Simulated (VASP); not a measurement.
A run of VASP 6.6.1 is set up as follows.

File INCAR:

```
SYSTEM = Pt
ALGO = Normal ; EDIFF = 1E-6
ENCUT = 520 ; GGA = PE
GGA_COMPAT = .FALSE. ; ISIF = 2
ISMEAR = -1 ; LASPH = .TRUE.
LCHARG = .FALSE. ; LMAXMIX = 4
LORBIT = 11 ; LORBMOM = .TRUE.
LREAL = .FALSE. ; LSORBIT = .TRUE.
LWAVE = .FALSE. ; MAGMOM = 0 0 0
NBANDS = 21 ; NELM = 150
PREC = Accurate ; SIGMA = 0.025
```

File KPOINTS:

```
k-points
0
G
  16 16 16
  0 0 0
```

File POSCAR:

```
Pt
1.0
    0.0000000000      1.9609000000      1.9609000000
    1.9609000000      0.0000000000      1.9609000000
    1.9609000000      1.9609000000      0.0000000000
Pt
1
Direct
    0.0000000000      0.0000000000      0.0000000000
```

Potentials or basis: VASP PAW PBE potentials, release 64 (Pt).

The run is started by

```bash
$ cat potpaw_PBE.64/Pt/POTCAR > POTCAR
$ mpirun -np 1 vasp_ncl > vasp.out
```

(1) Predict the net moment.

(2) Estimate the pressure.

Answers

(1) 0.00 μB per cell.

(2) 10.4 GPa.

Caveat: the cell stands under pressure.
